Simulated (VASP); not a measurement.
# HfIN (R-3m) in VASP: a series of runs, part 2 of 2

VASP 6.6.1. Earlier steps stand in the parts before.

**4. Single point, LDA**

This run uses another cell than the first one, of 20.37 Å³/atom.

INCAR reads:

```
PREC = Accurate
ENCUT = 520
EDIFF = 1E-7
ISMEAR = 0
SIGMA = 0.01
LREAL = F
LASPH = T
NELM = 60
ALGO = Normal
ISIF = 2
LWAVE = F
LCHARG = T
GGA = CA
LELF = T
LVHAR = T
NBANDS = 31
```

KPOINTS reads:

```
Automatic mesh
0
Gamma
  6 6 6
```

POSCAR reads:

```
HfIN
1.0
    1.8214268464      1.0516007204     10.6329727370
   -1.8214268464      1.0516007204     10.6329727370
    0.0000000000     -2.1032024272     10.6329727370
Hf I N
2 2 2
Direct
    0.7944020000      0.7944020000      0.7944020000
    0.2055980000      0.2055980000      0.2055980000
    0.3930470000      0.3930470000      0.3930470000
    0.6069530000      0.6069530000      0.6069530000
    0.1399440000      0.1399440000      0.1399440000
    0.8600560000      0.8600560000      0.8600560000
```

Potentials or basis: VASP PAW LDA potentials, release 64 (Hf_pv, I, N).

The run is started by

```
$ cat potpaw_LDA.64/Hf_pv/POTCAR potpaw_LDA.64/I/POTCAR potpaw_LDA.64/N/POTCAR > POTCAR
$ mpirun -np 1 vasp_std > vasp.out
```

OUTCAR:

```text
PREC = Accurate
   ENCUT = 520
   EDIFF = 1E-7
   ISMEAR = 0
   LREAL = F
   LASPH = T
   NELM = 60
   ISIF = 2
   GGA = CA

 ion  position               nearest neighbor table
   1  0.794  0.794  0.794-   6 2.09   5 2.14   5 2.14   5 2.14   3 3.02   3 3.02   3 3.02   2 3.25
                             2 3.25   2 3.25
   2  0.206  0.206  0.206-   5 2.09   6 2.14   6 2.14   6 2.14   4 3.02   4 3.02   4 3.02   1 3.25
                             1 3.25   1 3.25
   3  0.393  0.393  0.393-   1 3.02   1 3.02   1 3.02
   4  0.607  0.607  0.607-   2 3.02   2 3.02   2 3.02
   5  0.140  0.140  0.140-   2 2.09   1 2.14   1 2.14   1 2.14
   6  0.860  0.860  0.860-   1 2.09   2 2.14   2 2.14   2 2.14

  LATTYP: Found a trigonal (rhomboedric) cell.
 ALAT       =    10.8389837650
 COS(alpha) =     0.9435223873

  Lattice vectors:

 A1 = (   1.8214268464,   1.0516007204,  10.6329727370)
 A2 = (  -1.8214268464,   1.0516007204,  10.6329727370)
 A3 = (   0.0000000000,  -2.1032024272,  10.6329727370)

Analysis of symmetry for initial positions (statically):
=====================================================================
 Subroutine PRICEL returns:
 Original cell was already a primitive cell.

 Routine SETGRP: Setting up the symmetry group for a
 trigonal (rhombohedral) supercell.

 Subroutine GETGRP returns: Found 12 space group operations
 (whereof 12 operations were pure point group operations)
 out of a pool of 12 trial point group operations.

The static configuration has the point symmetry D_3d.

Analysis of symmetry for dynamics (positions and initial velocities):
=====================================================================
 Subroutine PRICEL returns:
 Original cell was already a primitive cell.

 Routine SETGRP: Setting up the symmetry group for a
 trigonal (rhombohedral) supercell.

 Subroutine GETGRP returns: Found 12 space group operations
 (whereof 12 operations were pure point group operations)
 out of a pool of 12 trial point group operations.

The dynamic configuration has the point symmetry D_3d.

 Subroutine INISYM returns: Found 12 space group operations
 (whereof 12 operations are pure point group operations),
 and found     1 'primitive' translations

----------------------------------------------------------------------------------------

                                     Primitive cell

  volume of cell :     122.1993

  direct lattice vectors                    reciprocal lattice vectors
     1.821426846  1.051600720 10.632972737     0.274510064  0.158488494  0.031349030
    -1.821426846  1.051600720 10.632972737    -0.274510064  0.158488494  0.031349030
     0.000000000 -2.103202427 10.632972737     0.000000000 -0.316976988  0.031349016

  length of vectors
    10.838983765 10.838983765 10.838983793     0.318523374  0.318523374  0.318523424

  position of ions in fractional coordinates (direct lattice)
     0.794402000  0.794402000  0.794402000
     0.205598000  0.205598000  0.205598000
     0.393047000  0.393047000  0.393047000
     0.606953000  0.606953000  0.606953000
     0.139944000  0.139944000  0.139944000
     0.860056000  0.860056000  0.860056000

  ion indices of the primitive-cell ions
   primitive index   ion index
                 1           1
                 2           2
[... 35 lines left out ...]
  0.333333 -0.000000  0.000000      6.000000
  0.500000 -0.000000  0.000000      3.000000
  0.166667  0.166667  0.000000      6.000000
  0.333333  0.166667  0.000000     12.000000
[... 16 lines left out ...]
  0.500000  0.500000  0.166667      6.000000
 -0.333333  0.500000  0.166667     12.000000
 [... further k-points ...]
   k-points           NKPTS =     32   k-points in BZ     NKDIM =     32   number of bands    NBANDS=     31
   number of dos      NEDOS =    301   number of ions     NIONS =      6
   total plane-waves  NPLWV = 592704
   dimension x,y,z NGX =    84 NGY =   84 NGZ =   84
   dimension x,y,z NGXF=   168 NGYF=  168 NGZF=  168
   ions per type =               2   2   2
   NGX,Y,Z   is equivalent  to a cutoff of  12.88, 12.88, 12.88 a.u.
   NGXF,Y,Z  is equivalent  to a cutoff of  25.77, 25.77, 25.77 a.u.
 SYSTEM =  unknown system
   PREC   = accura    normal or accurate (medium, high low for compatibility)
   ISTART =      0    job   : 0-new  1-cont  2-samecut
   ICHARG =      2    charge: 1-file 2-atom 10-const
   ISPIN  =      1    spin polarized calculation?
   LNONCOLLINEAR =      F non collinear calculations
   LSORBIT =      F    spin-orbit coupling
   LASPH  =      T    aspherical Exc in radial PAW
   ENCUT  =  520.0 eV  38.22 Ry    6.18 a.u.  20.15 20.15 20.15*2*pi/ulx,y,z
   NELM   =     60;   NELMIN=  2; NELMDL= -5     # of ELM steps
   EDIFF  = 0.1E-06   stopping-criterion for ELM
   LREAL  =      F    real-space projection
   EDIFFG = 0.1E-05   stopping-criterion for IOM
   NSW    =      0    number of steps for IOM
   IBRION =     -1    ionic relax: 0-MD 1-quasi-New 2-CG
   NFREE  =      0    steps in history (QN), initial steepest desc. (CG)
   ISIF   =      2    stress and relaxation
   ISYM   =      2    0-nonsym 1-usesym 2-fastsym
   POTIM  = 0.5000    time-step for ionic-motion
   TEBEG  =    0.0;   TEEND  =   0.0 temperature during run
   PSTRESS=    0.0 pullay stress
   NELECT =      44.0000    total number of electrons
   NUPDOWN=      -1.0000    fix difference up-down
   EMIN   =  10.00;   EMAX   =-10.00  energy-range for DOS
   EFERMI =   0.00;   METHOD = LEGACY
   ISMEAR =     0;   SIGMA  =   0.01  broadening in eV -4-tet -1-fermi 0-gaus
   EFERMI_NEDOS =   21; number of points for ismear=-14 and -15
   IALGO  =     38    algorithm
   IMIX   =      4    mixing-type and parameters
     AMIX     =   0.40;   BMIX     =  1.00
     AMIX_MAG =   1.60;   BMIX_MAG =  1.00
  volume/ion in A,a.u.               =      20.37       137.44
  Fermi-wavevector in a.u.,A,eV,Ry     =   1.164670  2.200907 18.455702  1.356456
  Thomas-Fermi vector in A             =   2.301205
   LORBIT       =      0    0 simple, 1 ext, 2 COOP (PROOUT), +10 PAW based schemes
   GGA     = CA    functional components
   LHFCALC =     F    Hartree Fock is set to
   AEXX    =    0.0000 exact exchange contribution
   IVDW    =     0    specifies the selected vdW correction
   LEPSILON=     F    determine dielectric tensor
   LRPA    =     F    only Hartree local field effects (RPA)
 non-spin polarized calculation
 Gauss-broadening in eV      SIGMA  =   0.01
  energy-cutoff  :      520.00
  volume of cell :      122.20
 maximum number of plane-waves:      3309
 NGX is ok and might be reduce to    84
   NGX = 41   NGY = 41   NGZ = 41

 number of electron      44.0000002 magnetization

 Free energy of the ion-electron system (eV)
  ---------------------------------------------------
  ext. energy  EPLUGINS =         0.00000000
  ---------------------------------------------------
  free energy    TOTEN  =       -52.93293752 eV

  energy without entropy =      -52.93293752  energy(sigma->0) =      -52.93293752

 E-fermi :   5.4889     XC(G=0): -10.4424

 val. band max:        5.3861979981   @ k =   0.5000   0.5000   0.5000
 cond. band min:       6.1175696425   @ k =  -0.3333   0.3333   0.0000
 fundamental gap:      0.7313716444
 Fermi energy:         5.4888884247

 k-point     1 :       0.0000    0.0000    0.0000
  band No.  band energies     occupation
      1     -25.5406      2.00000
      2     -25.2592      2.00000
      3     -25.2592      2.00000
      4     -25.1721      2.00000
      5     -25.1721      2.00000
      6     -25.1518      2.00000
[... 805 lines left out ...]
     30      10.5938      0.00000
     31      11.0132      0.00000

 [... further k-points ...]

------------------------ aborting loop because EDIFF is reached ----------------------------------------

  FORCE on cell =-STRESS in cart. coord.  units (eV):
  Direction    XX          YY          ZZ          XY          YZ          ZX
  --------------------------------------------------------------------------------------
  -------------------------------------------------------------------------------------
  Total       -0.5133663     -0.5133661     -0.1035593      0.0000000      0.0000000      0.0000000
  in kB       -6.7308397     -6.7308367     -1.3577847      0.0000000      0.0000000      0.0000000
  external PRESSURE =      -4.9398204 kB  Pullay stress =       0.0000000 kB

 VOLUME and BASIS-vectors are now :
 -----------------------------------------------------------------------------
  energy-cutoff  :      520.00
  volume of cell :      122.20
      direct lattice vectors                 reciprocal lattice vectors
     1.821426846  1.051600720 10.632972737     0.274510064  0.158488494  0.031349030
    -1.821426846  1.051600720 10.632972737    -0.274510064  0.158488494  0.031349030
     0.000000000 -2.103202427 10.632972737     0.000000000 -0.316976988  0.031349016

 POSITION                                       TOTAL-FORCE (eV/Angst)
 -----------------------------------------------------------------------------------
      0.00000     -0.00000     25.34056         0.000000      0.000000     -0.230690
      0.00000     -0.00000      6.55835         0.000000     -0.000000      0.230690
      0.00000     -0.00000     12.53777         0.000000     -0.000000      0.031233
      0.00000     -0.00000     19.36114         0.000000      0.000000     -0.031233
      0.00000     -0.00000      4.46406         0.000000      0.000000     -0.170217
      0.00000     -0.00000     27.43486         0.000000     -0.000000      0.170217
 -----------------------------------------------------------------------------------
    total drift:                               -0.000000     -0.000000      0.000000

  FREE ENERGIE OF THE ION-ELECTRON SYSTEM (eV)
  ---------------------------------------------------
  free  energy   TOTEN  =       -52.9329375215 eV

  energy  without entropy=      -52.9329375215  energy(sigma->0) =      -52.93293752
```

OSZICAR:

```text
N       E                     dE             d eps       ncg     rms          rms(c)
DAV:   1     0.239845889484E+03    0.23985E+03   -0.22126E+04  2040   0.129E+03
DAV:   2    -0.426368974300E+02   -0.28248E+03   -0.27186E+03  2491   0.303E+02
DAV:   3    -0.618655355299E+02   -0.19229E+02   -0.19043E+02  2577   0.684E+01
DAV:   4    -0.622726535445E+02   -0.40712E+00   -0.40656E+00  2794   0.104E+01
DAV:   5    -0.622778945714E+02   -0.52410E-02   -0.52401E-02  2648   0.117E+00    0.803E+01
DAV:   6    -0.531959407092E+02    0.90820E+01   -0.45904E+01  2218   0.307E+01    0.538E+01
DAV:   7    -0.530269308687E+02    0.16901E+00   -0.41931E+00  2383   0.109E+01    0.179E+01
DAV:   8    -0.529428827555E+02    0.84048E-01   -0.40467E-01  2670   0.342E+00    0.309E+00
DAV:   9    -0.529375218147E+02    0.53609E-02   -0.19356E-01  2418   0.194E+00    0.231E+00
DAV:  10    -0.529330652233E+02    0.44566E-02   -0.33642E-02  2519   0.917E-01    0.536E-01
DAV:  11    -0.529337614388E+02   -0.69622E-03   -0.77649E-03  2480   0.408E-01    0.868E-01
DAV:  12    -0.529330614217E+02    0.70002E-03   -0.11470E-03  2517   0.174E-01    0.540E-01
DAV:  13    -0.529329375837E+02    0.12384E-03   -0.12853E-03  2488   0.158E-01    0.554E-02
DAV:  14    -0.529329385671E+02   -0.98333E-06   -0.37741E-05  2510   0.337E-02    0.357E-02
DAV:  15    -0.529329375525E+02    0.10146E-05   -0.48371E-06  2608   0.862E-03    0.877E-03
DAV:  16    -0.529329375215E+02    0.30965E-07   -0.74459E-07  2243   0.382E-03
   1 F= -.52932938E+02 E0= -.52932938E+02  d E =-.832102E-50
```

stdout:

```text
POSCAR found type information on POSCAR HfI N
 POSCAR found :  3 types and       6 ions
 scaLAPACK will be used
 LDA part: xc-table for (Slater(with rela. corr.)+CA(PZ))
 , standard interpolation
 POSCAR, INCAR and KPOINTS ok, starting setup
 FFT: planning ... GRIDC
 FFT: planning ... GRID_SOFT
 FFT: planning ... GRID
 WAVECAR not read
 entering main loop
```

Wall time 30 min (1 thread of Intel Xeon Platinum 8559C (Emerald Rapids), shared host); peak memory 0.77 GiB.

What came out:

```
Free energy            : -52.9329 eV
Pressure               : -0.5 GPa
Largest force          : 0.231 eV/Å
Band gap on the k mesh : 0.73 eV (least direct gap 2.00 eV)
```

Forces in eV/Å, atoms in the order of the input:
```
Hf   0.000  0.000 -0.231
Hf   0.000  0.000  0.231
I    0.000  0.000  0.031
I    0.000  0.000 -0.031
N    0.000  0.000 -0.170
N    0.000  0.000  0.170
```

Stress tensor (GPa, compression positive):
```
-0.67  0.00  0.00
 0.00 -0.67  0.00
 0.00  0.00 -0.14
```

Caveat: semilocal functionals underestimate gaps, and a narrow one can read as zero; spin-orbit coupling is left out, which moves the levels of the heavy elements. A k mesh can miss the band edges.

**5. Single point, LDA**

This run uses another cell than the first one, of 21.22 Å³/atom.

INCAR reads:

```
SYSTEM = HfIN
PREC = Accurate ; ENCUT = 520
EDIFF = 1E-6 ; ISMEAR = 0
SIGMA = 0.01 ; LREAL = .False.
LASPH = .True. ; NELM = 100
ALGO = Normal ; ISIF = 2
LWAVE = .False. ; LCHARG = .False.
GGA = CA ; NBANDS = 31
```

KPOINTS reads:

```
Automatic mesh
0
Gamma
  6 6 6
  0 0 0
```

POSCAR, as its differences from that of step 4:

```diff
@@ -2,5 +2,5 @@
 1.0
-    1.8214268464      1.0516007204     10.6329727370
-   -1.8214268464      1.0516007204     10.6329727370
-    0.0000000000     -2.1032024272     10.6329727370
+    1.8463810000      1.0660080000     10.7786480000
+   -1.8463810000      1.0660080000     10.7786480000
+    0.0000000000     -2.1320170000     10.7786480000
 Hf I N
```

The run is started by

```
$ cat potpaw_LDA.64/Hf_pv/POTCAR potpaw_LDA.64/I/POTCAR potpaw_LDA.64/N/POTCAR > POTCAR
$ mpirun -np 1 vasp_std > vasp.out
```

Run time: 26 min. Hardware: 1 thread of Intel Xeon Platinum 8559C (Emerald Rapids), shared host; peak memory 0.78 GiB.

The run converged. Its results:

| Quantity | Value |
| --- | --- |
| Free energy | -52.8424 eV |
| Pressure | -5.1 GPa |
| Largest force | 0.342 eV/Å |
| Band gap on the k mesh | 0.82 eV (least direct gap 2.05 eV) |

Forces in eV/Å, atoms in the order of the input:
```
Hf   0.000  0.000  0.217
Hf   0.000  0.000 -0.217
I    0.000  0.000  0.342
I    0.000  0.000 -0.342
N    0.000  0.000  0.013
N    0.000  0.000 -0.013
```

Stress tensor (GPa, compression positive):
```
-5.32  0.00  0.00
 0.00 -5.32  0.00
 0.00  0.00 -4.74
```

Levels at points of the mesh, in eV from the valence-band top:
| k point | band 19 | band 20 | band 21 | band 22 | band 23 | band 24 | band 25 | band 26 |
| --- | --- | --- | --- | --- | --- | --- | --- | --- |
| (0.00, 0.00, 0.00) | -0.15 | -0.15 | -0.06 | -0.06 | 1.99 | 2.09 | 2.09 | 3.35 |
| (0.50, 0.00, 0.00) | -1.87 | -1.81 | -1.50 | -1.47 | 1.84 | 2.74 | 2.96 | 3.48 |
| (0.50, 0.50, 0.00) | -1.99 | -1.59 | -1.58 | -1.38 | 1.89 | 2.71 | 3.07 | 3.36 |
| (0.50, 0.50, 0.50) | -0.21 | -0.21 | 0.00 | 0.00 | 2.09 | 2.09 | 2.14 | 3.28 |

Caveat: the cell stands under tension; spin-orbit coupling is left out, which moves the levels of the heavy elements. A k mesh can miss the band edges.

**6. The runs side by side**

| cell | gap on the mesh (eV) | pressure (GPa) | largest force (eV/Å) |
| --- | --- | --- | --- |
| a = 10.529 Å, angles 19.3°, 6 atoms | 0.51 | 12.4 | 1.36 |
| a = 10.686 Å, angles 19.3°, 6 atoms | 0.63 | 5.3 | 0.75 |
| a = 10.839 Å, angles 19.3°, 6 atoms | 0.73 | -0.5 | 0.23 |
| a = 10.987 Å, angles 19.3°, 6 atoms | 0.82 | -5.1 | 0.34 |

Alike in all rows: task single point; level LDA; potentials or basis VASP PAW LDA potentials, release 64 (Hf_pv, I, N); no spin polarisation; k mesh 6 × 6 × 6; cutoff (eV) 520; smearing gaussian 0.01 eV.

Caveats: spin-orbit coupling is left out, which moves the levels of the heavy elements; semilocal functionals underestimate gaps, and a narrow one can read as zero (at least some runs); the cell stands under pressure (at least some runs); forces of over 1 eV/Å act on the atoms, so gaps and moduli don't describe the material at rest (at least some runs); the cell stands under tension (at least some runs).

Total energies depend on the potentials used, so only differences within one code and one set of settings carry meaning.
